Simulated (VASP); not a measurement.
# BAs (F-43m) in VASP: further runs, part 2 of 2

VASP 6.6.1. The steps go on from the part before.

### 3 Relaxation of cell and atoms, PBE, target pressure 20 GPa, at which the enthalpy is minimised

This run uses another cell than the first one, of 13.90 Å³/atom, 1.127 times its volume.

Input file INCAR:

```
  ALGO = Normal
  EDIFF = 1E-6
  EDIFFG = -0.001
  ENCUT = 600
  GGA = PE
  IBRION = 2
  ISIF = 3
  ISMEAR = 0
  LASPH = True
  LCHARG = False
  LREAL = False
  LWAVE = False
  NELM = 60
  NSW = 80
  PREC = Accurate
  PSTRESS = 200.0
  SIGMA = 0.01
```

Input file KPOINTS:

```
k-points
0
Gamma
  10 10 10
```

Input file POSCAR:

```
BAs
1.0
    0.0000000000      2.4046443033      2.4046443033
    2.4046443033      0.0000000000      2.4046443033
    2.4046443033      2.4046443033      0.0000000000
B As
1 1
Direct
    0.0000000000      0.0000000000      0.0000000000
    0.7500000000      0.7500000000      0.7500000000
```

Potentials or basis: VASP PAW PBE potentials, release 64 (B, As).

Started as:

```sh
> cat potpaw_PBE.64/B/POTCAR potpaw_PBE.64/As/POTCAR > POTCAR
> mpirun -np 1 vasp_std > vasp.out
```

OUTCAR:

```text
EDIFF = 1E-6
   EDIFFG = -0.001
   ENCUT = 600
   GGA = PE
   IBRION = 2
   ISIF = 3
   ISMEAR = 0
   LASPH = True
   LREAL = False
   NELM = 60
   NSW = 80
   PREC = Accurate
   PSTRESS = 200.0

 ion  position               nearest neighbor table
   1  0.000  0.000  0.000-   2 2.08   2 2.08   2 2.08   2 2.08
   2  0.750  0.750  0.750-   1 2.08   1 2.08   1 2.08   1 2.08

  LATTYP: Found a face centered cubic cell.
 ALAT       =     4.8092886066

  Lattice vectors:

 A1 = (   0.0000000000,   2.4046443033,   2.4046443033)
 A2 = (   2.4046443033,   0.0000000000,   2.4046443033)
 A3 = (   2.4046443033,   2.4046443033,   0.0000000000)

Analysis of symmetry for initial positions (statically):
[... 406 lines left out ...]
  ext. energy  EPLUGINS =         0.00000000
  ---------------------------------------------------
  free energy    TOTEN  =       -11.23820998 eV

  energy without entropy =      -11.23820998  energy(sigma->0) =      -11.23820998

 E-fermi :   7.3035     XC(G=0): -10.9964

 val. band max:        7.2061650585   @ k =   0.0000   0.0000   0.0000
 cond. band min:       8.2804518675   @ k =   0.4000   0.4000   0.0000
 fundamental gap:      1.0742868090
 Fermi energy:         7.3034748953

 k-point     1 :       0.0000    0.0000    0.0000
  band No.  band energies     occupation
      1      -9.0900      2.00000
      2       7.2062      2.00000
      3       7.2062      2.00000
      4       7.2062      2.00000
      5      10.6086      0.00000
      6      10.6086      0.00000
      7      10.6086      0.00000
      8      13.1188      0.00000
[... 243 lines left out ...]
 k-point    24 :       0.4000    0.3000    0.0000
  band No.  band energies     occupation
      1      -6.1841      2.00000
      2       0.4873      2.00000
      3       2.8253      2.00000
      4       3.3663      2.00000
      5       8.8488      0.00000
      6      10.6145      0.00000
      7      16.7402      0.00000
      8      16.9050      0.00000

 [... further k-points ...]
[... 5 lines left out ...]
  --------------------------------------------------------------------------------------
  -------------------------------------------------------------------------------------
  Total        3.0960876      3.0960876      3.0960876     -0.0000000     -0.0000000      0.0000000
  in kB      199.9740656    199.9740656    199.9740656     -0.0000000     -0.0000000      0.0000000
  external PRESSURE =      -0.0259344 kB  Pullay stress =     200.0000000 kB
[... 21 lines left out ...]
  energy  without entropy=      -11.2382099805  energy(sigma->0) =      -11.23820998

  enthalpy is  TOTEN    =        -8.1417209016 eV   P V=        3.0964890789

 reached required accuracy - stopping structural energy minimisation
```

Wall time 1.7 min (1 thread of AMD EPYC 7R13, shared host); peak memory 0.14 GiB.

What came out:

```yaml
Free_energy: -11.2382 eV
Relaxed_volume: 12.40 Å³/atom
Relaxed_cell: a = 3.274 Å, b = 3.274 Å, c = 3.274 Å, α = 60.00°, β = 60.00°, γ = 60.00°
Space_group_after_relaxing_to_0.05_Å: F-43m (No. 216)
Energy_change_on_relaxing_the_enthalpy_is_what_falls: +88.0 meV/atom
Ionic_steps: 7
Pressure_after_relaxing: 20.0 GPa
Band_gap_on_the_k_mesh: 1.07 eV, indirect (least direct gap 3.40 eV)
```

Step by step:
```csv
step,energy change (eV),largest force (eV/Å),pressure (GPa),volume (Å³)
1,0.0000,0.0000,0.59,27.81
2,0.9235,0.0000,57.78,21.56
3,0.1650,0.0000,19.25,24.90
4,0.1745,0.0000,19.89,24.82
5,0.1818,0.0000,20.38,24.76
6,0.1700,0.0000,19.59,24.85
7,0.1761,0.0000,20.00,24.81
```

Final structure:
```xyz
2
Lattice="0.0000 2.3148 2.3148 2.3148 0.0000 2.3148 2.3148 2.3148 0.0000" Properties=species:S:1:pos:R:3 pbc="T T T"
B     0.0000    0.0000    0.0000
As    3.4721    3.4721    3.4721
```

Levels at points of the mesh, in eV from the valence-band top:
```csv
k point,band 1,band 2,band 3,band 4,band 5,band 6,band 7,band 8
"(0.00, 0.00, 0.00)",-16.30,0.00,0.00,0.00,3.40,3.40,3.40,5.91
"(0.50, 0.00, 0.00)",-13.07,-9.51,-1.99,-1.99,3.27,4.88,4.88,9.03
"(0.50, 0.50, 0.00)",-11.60,-9.08,-4.49,-4.49,1.30,1.35,12.29,12.29
```

Caveat: the cell is relaxed towards a set pressure, so the enthalpy falls and the energy may rise.

### 4 Single point, PBE

This run uses another cell than the first one, of 13.90 Å³/atom, 1.126 times its volume.

Input file INCAR:

```
ALGO = Normal ; EDIFF = 1E-6
ENCUT = 500 ; GGA = PE
GGA_COMPAT = F ; ISIF = 2
ISMEAR = 0 ; LASPH = T
LCHARG = F ; LREAL = F
LWAVE = F ; NBANDS = 11
NELM = 120 ; PREC = Accurate
SIGMA = 0.05
```

KPOINTS is that of step 3.

Input file POSCAR:

```
BAs
1.0
    0.0000000000      2.4044111632      2.4044111632
    2.4044111632      0.0000000000      2.4044111632
    2.4044111632      2.4044111632      0.0000000000
B As
1 1
Direct
    0.0000000000      0.0000000000      0.0000000000
    0.7500000000      0.7500000000      0.7500000000
```

Started as:

```sh
> cat potpaw_PBE.64/B/POTCAR potpaw_PBE.64/As/POTCAR > POTCAR
> mpirun -np 1 vasp_std > vasp.out
```

It took 14 s on 1 thread of Intel Xeon Platinum 8375C at 2.90GHz (Ice Lake), shared host; peak memory 0.16 GiB.

It converged, with:

* Free energy: -11.4131 eV
* Pressure: 0.6 GPa
* Band gap on the k mesh: 1.20 eV, indirect (least direct gap 3.25 eV)

Levels at points of the mesh, in eV from the valence-band top:
```csv
k point,band 2,band 3,band 4,band 5,band 6,band 7
"(0.00, 0.00, 0.00)",0.00,0.00,0.00,3.25,3.25,3.25
"(0.50, 0.00, 0.00)",-8.64,-1.79,-1.79,2.58,4.76,4.76
"(0.50, 0.50, 0.00)",-8.42,-4.00,-4.00,1.45,1.46,11.18
```

A k mesh can miss the band edges.

### 5 Single point, PBE

This run uses another cell than the first one, of 12.59 Å³/atom, 1.020 times its volume.

Input file INCAR:

```
PREC = Accurate
ENCUT = 500
EDIFF = 1E-6
ISMEAR = 0
SIGMA = 0.01
LREAL = F
LASPH = T
NELM = 120
ALGO = Normal
ISIF = 2
LWAVE = F
LCHARG = F
GGA = PE
NBANDS = 11
GGA_COMPAT = F
```

Input file KPOINTS:

```
regular mesh
0
Gamma
  10 10 10
```

Input file POSCAR:

```
BAs
1.0
    0.0000000000      2.3263225333      2.3263225333
    2.3263225333      0.0000000000      2.3263225333
    2.3263225333      2.3263225333      0.0000000000
B As
1 1
Direct
    0.0000000000      0.0000000000      0.0000000000
    0.7500000000      0.7500000000      0.7500000000
```

Potentials or basis: VASP PAW PBE potentials, release 64 (B, As).

Started as:

```sh
> cat potpaw_PBE.64/B/POTCAR potpaw_PBE.64/As/POTCAR > POTCAR
> mpirun -np 1 vasp_std > vasp.out
```

OUTCAR:

```text
PREC = Accurate
   ENCUT = 500
   EDIFF = 1E-6
   ISMEAR = 0
   LREAL = F
   LASPH = T
   NELM = 120
   ISIF = 2
   GGA = PE

 ion  position               nearest neighbor table
   1  0.000  0.000  0.000-   2 2.01   2 2.01   2 2.01   2 2.01
   2  0.750  0.750  0.750-   1 2.01   1 2.01   1 2.01   1 2.01

  LATTYP: Found a face centered cubic cell.
 ALAT       =     4.6526450666

  Lattice vectors:

 A1 = (   0.0000000000,   2.3263225333,   2.3263225333)
[... 522 lines left out ...]
------------------------ aborting loop because EDIFF is reached ----------------------------------------

  FORCE on cell =-STRESS in cart. coord.  units (eV):
  Direction    XX          YY          ZZ          XY          YZ          ZX
  --------------------------------------------------------------------------------------
  -------------------------------------------------------------------------------------
  Total        2.6661564      2.6661564      2.6661564      0.0000000      0.0000000     -0.0000000
  in kB      169.6509990    169.6509990    169.6509990      0.0000000      0.0000000     -0.0000000
  external PRESSURE =     169.6509990 kB  Pullay stress =       0.0000000 kB

 VOLUME and BASIS-vectors are now :
 -----------------------------------------------------------------------------
  energy-cutoff  :      500.00
  volume of cell :       25.18
      direct lattice vectors                 reciprocal lattice vectors
     0.000000000  2.326322533  2.326322533    -0.214931504  0.214931504  0.214931504
     2.326322533  0.000000000  2.326322533     0.214931504 -0.214931504  0.214931504
     2.326322533  2.326322533  0.000000000     0.214931504  0.214931504 -0.214931504

 POSITION                                       TOTAL-FORCE (eV/Angst)
 -----------------------------------------------------------------------------------
      0.00000      0.00000      0.00000        -0.000000     -0.000000     -0.000000
      3.48948      3.48948      3.48948         0.000000      0.000000      0.000000
 -----------------------------------------------------------------------------------
    total drift:                               -0.000000     -0.000000     -0.000000

  FREE ENERGIE OF THE ION-ELECTRON SYSTEM (eV)
  ---------------------------------------------------
  free  energy   TOTEN  =       -11.2792536801 eV

  energy  without entropy=      -11.2792536801  energy(sigma->0) =      -11.27925368
```

OSZICAR:

```text
N       E                     dE             d eps       ncg     rms          rms(c)
DAV:   1     0.120119840617E+02    0.12012E+02   -0.36449E+03  1034   0.621E+02
DAV:   2    -0.114038700318E+02   -0.23416E+02   -0.22319E+02  1385   0.107E+02
DAV:   3    -0.120831649844E+02   -0.67929E+00   -0.67766E+00  1282   0.165E+01
DAV:   4    -0.120847990377E+02   -0.16341E-02   -0.16340E-02  1164   0.919E-01
DAV:   5    -0.120848010860E+02   -0.20484E-05   -0.20483E-05  1254   0.346E-02    0.552E+00
DAV:   6    -0.113678059837E+02    0.71700E+00   -0.18241E+00  1109   0.575E+00    0.268E+00
DAV:   7    -0.112866966724E+02    0.81109E-01   -0.26394E-01  1208   0.250E+00    0.105E+00
DAV:   8    -0.112788018017E+02    0.78949E-02   -0.22095E-02  1169   0.864E-01    0.106E-01
DAV:   9    -0.112790994442E+02   -0.29764E-03   -0.72918E-04  1199   0.164E-01    0.681E-02
DAV:  10    -0.112792485191E+02   -0.14907E-03   -0.18339E-04  1114   0.835E-02    0.132E-02
DAV:  11    -0.112792539839E+02   -0.54649E-05   -0.50871E-06  1269   0.153E-02    0.125E-02
DAV:  12    -0.112792536801E+02    0.30379E-06   -0.24103E-06  1133   0.839E-03
   1 F= -.11279254E+02 E0= -.11279254E+02  d E =-.327510E-15
```

It took 25 s on 1 thread of Intel Xeon 8259CL, shared host; peak memory 0.14 GiB.

Results:

| Property | Result |
| --- | --- |
| Free energy | -11.2793 eV |
| Pressure | 17.0 GPa |
| Band gap on the k mesh | 1.09 eV, indirect (least direct gap 3.38 eV) |

### 6 Overview

```tsv
task	cell	cutoff (eV)	smearing	gap on the mesh (eV)	pressure (GPa)
single point	a = 3.268 Å, angles 60.0°, 2 atoms	520	gaussian 0.01 eV	1.07	21.1
relaxation of cell and atoms	relaxed to 20 GPa from a = 3.401 Å, angles 60.0°, 2 atoms	600	gaussian 0.01 eV	1.07	20.0
single point	a = 3.400 Å, angles 60.0°, 2 atoms	500	gaussian 0.05 eV	1.20	0.6
single point	a = 3.290 Å, angles 60.0°, 2 atoms	500	gaussian 0.01 eV	1.09	17.0
```

Alike in all rows: level PBE; potentials or basis VASP PAW PBE potentials, release 64 (B, As); no spin polarisation; k mesh 10 × 10 × 10.

Caveats: the cell is relaxed towards a set pressure, so the enthalpy falls and the energy may rise (some runs).

Absolute energies hang on the potentials; compare differences alone.
